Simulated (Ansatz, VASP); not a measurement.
**MgZn2O4 in VASP and in Ansatz**

```xyz
7
Lattice="2.7141 0.0563 0.0290 1.4452 4.6665 -0.0211 0.0772 1.0461 5.0892" Properties=species:S:1:pos:R:3 pbc="T T T"
Mg    2.0797    2.3614    0.0039
Zn    2.1266    1.0803    3.7072
Zn    2.1101    4.6886    1.3898
O     3.3890    3.6506    0.7194
O     2.0741    4.5390    3.5481
O     0.8476    2.1184    4.3777
O     2.1625    1.2299    1.5490
```

Alike in both runs: task single point; functional PBEsol; k mesh 8 × 4 × 4; occupations gaussian, width 0.1 eV; no spin polarisation.

```csv
,VASP,Ansatz
version,VASP 6.6.1,Ansatz 0.2.0
potentials or method,"VASP PAW PBE potentials, release 64 (Mg, Zn, O), cutoff 520 eV","scalar-relativistic, plane waves, PAW"
valence electrons in the cell,50,58
```

Ansatz gave:

- gap on the k mesh at the Fermi level (eV): none
- pressure (GPa): 43.2
- traceless stress, the component that is largest in VASP (GPa): -19.54
- rms of the force components (eV/Å): 1.823

What did VASP give for the same quantities?

gap on the k mesh at the Fermi level (eV): none; pressure (GPa): 45.4; traceless stress, the component that is largest in VASP (GPa): -20.52; rms of the force components (eV/Å): 1.916.

VASP's potentials were made for PBE, not for PBEsol. Atom by atom the forces differ by 0.117 eV/Å (rms over components). A gap of «none» marks a metal or a gap that the smearing closes. Both programs put the cell under a high pressure, so it lies far from rest at this level. With one functional, cell and mesh, what is left measures potentials, basis and numerics. VASP's potentials hold 50 valence electrons a cell and Ansatz's 58, so a difference there can come from the potentials and not from the codes.
